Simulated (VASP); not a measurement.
## Ta: single point with PBEsol

Ta:

```xyz
1
Lattice="-1.6408 1.6408 1.6408 1.6408 -1.6408 1.6408 1.6408 1.6408 -1.6408" Properties=species:S:1:pos:R:3 pbc="T T T"
Ta    0.0000    0.0000    0.0000
```

```
Program                : VASP 6.6.1
Task                   : single point
Functional             : PBEsol
Potentials or basis    : VASP PAW PBE potentials, release 64 (Ta_pv)
Cutoff                 : 520 eV
k mesh                 : 22 × 22 × 22
Occupations            : fermi-dirac, width 0.05 eV
Spin                   : no spin polarisation
Dipole correction      : no
Further INCAR settings : ALGO = Normal; EDIFF = 1e-07; NBANDS = 12
```

The pressure is 0.2 GPa.

Levels at points of the mesh, in eV from the Fermi level:
```csv
k point,band 2,band 3,band 4,band 5,band 6,band 7,band 8,band 9,band 10,band 11
"(0.00, 0.00, 0.00)",-32.94,-32.94,-8.00,0.73,0.73,0.73,4.06,4.06,14.73,15.14
"(0.50, 0.00, 0.00)",-33.35,-32.95,-4.47,-1.61,1.71,3.96,5.01,8.00,12.03,12.06
"(0.50, 0.50, 0.50)",-33.82,-33.82,-3.92,-3.92,7.01,7.01,7.01,8.84,8.84,8.84
```

It took 97 s on 1 thread of AMD EPYC 7R43 64-Core Processor (Zen 3), with other jobs on the host, peak memory 0.16 GiB.

Caveat: the PAW data sets were made with another functional, which shifts forces and pressure a little; spin-orbit coupling is left out, which moves the levels of the heavy elements.
